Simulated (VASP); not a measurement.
A run of VASP 6.6.1:

The input INCAR:

```
SYSTEM = Be
ALGO = Normal
EDIFF = 1E-6
ENCUT = 600
GGA = PE
GGA_COMPAT = .FALSE.
ISIF = 2
ISMEAR = -1
LASPH = .TRUE.
LCHARG = .FALSE.
LREAL = .FALSE.
LWAVE = .FALSE.
NBANDS = 9
NELM = 120
PREC = Accurate
SIGMA = 0.001
```

The input KPOINTS:

```
k-points
0
G
  12 12 7
  0 0 0
```

Contents of POSCAR:

```
Be
1.0
    2.2932002400      0.0000000000      0.0000000000
   -1.1466001200      1.9859696600      0.0000000000
    0.0000000000      0.0000000000      3.5930000000
Be
2
Direct
    0.3333333300      0.6666666700      0.2500000000
    0.6666666700      0.3333333300      0.7500000000
```

Potentials or basis: VASP PAW PBE potentials, release 64 (Be).

Run with:

```sh
$ cat potpaw_PBE.64/Be/POTCAR > POTCAR
$ mpirun -np 1 vasp_std > vasp.out
```

Hardware: 1 thread of Intel(R) Xeon(R) Platinum 8559C (Emerald Rapids), with other jobs on the host.

Problem. Estimate the wall time of this run.

Solution. It took 5.4 s on 1 thread of Intel(R) Xeon(R) Platinum 8559C (Emerald Rapids), on a shared host, peak memory 0.13 GiB. Counts: scf iterations 10, k points 76.
